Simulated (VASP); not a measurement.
**ZnS: single point with PBEsol**

ZnS:

```
CELL_PARAMETERS angstrom
0.00000 2.69409 2.69409
2.69409 0.00000 2.69409
2.69409 2.69409 0.00000
ATOMIC_POSITIONS crystal
Zn 0.00000 0.00000 0.00000
S 0.25000 0.25000 0.25000
```

| Property | Result |
| --- | --- |
| Program | VASP 6.6.1 |
| Task | single point |
| Functional | PBEsol |
| Potentials or basis | VASP PAW PBE potentials, release 64 (Zn, S) |
| Cutoff | 520 eV |
| k mesh | 6 × 6 × 6 |
| Occupations | gaussian, width 0.01 eV |
| Spin | no spin polarisation |
| Dipole correction | no |
| Further INCAR settings | ALGO = Normal; EDIFF = 1e-07; NBANDS = 16 |

```
Pressure               : -1.1 GPa
Band gap on the k mesh : 2.01 eV
```

Levels at points of the mesh, in eV from the valence-band top:
```tsv
k point	band 5	band 6	band 7	band 8	band 9	band 10	band 11	band 12	band 13	band 14
(0.00, 0.00, 0.00)	-5.90	-5.90	0.00	0.00	0.00	2.01	6.30	6.30	6.30	11.69
(0.50, 0.00, 0.00)	-5.87	-5.70	-5.42	-0.89	-0.89	3.21	6.83	6.83	8.73	12.00
(0.50, 0.50, 0.00)	-5.82	-5.68	-4.64	-2.28	-2.28	3.22	3.96	10.89	11.94	11.94
```

It took 13 s on 1 thread of AMD EPYC 7R43 64-Core Processor (Zen 3), with other jobs on the host, peak memory 0.12 GiB.

Caveat: the PAW data sets were made with another functional, which shifts forces and pressure a little.
